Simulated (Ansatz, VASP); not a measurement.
**SnSe: VASP beside Ansatz**

```xyz
2
Lattice="0.0000 3.0100 3.0100 3.0100 0.0000 3.0100 3.0100 3.0100 0.0000" Properties=species:S:1:pos:R:3 pbc="T T T"
Sn    0.0000    0.0000    0.0000
Se    3.0100    3.0100    3.0100
```

Alike in both runs: functional LDA; k mesh 6 × 6 × 6; occupations fermi-dirac, width 0.05 eV; non-collinear spin, spin-orbit coupling.

|  | VASP | Ansatz |
| --- | --- | --- |
| version | VASP 6.6.1 | Ansatz 0.2.0 |
| potentials or method | VASP PAW LDA potentials, release 64 (Sn_d, Se), cutoff 520 eV | all-electron LAPW, relativistic spinors |
| task | single point | band structure |

```tsv
	VASP	Ansatz	Ansatz less VASP
pressure (GPa)	-3.6	-3.7	-0.08
```

LDA's correlation is that of Perdew and Zunger in VASP and of Perdew and Wang (1992) in Ansatz. Ansatz ran all-electron here, and VASP with PAW potentials.
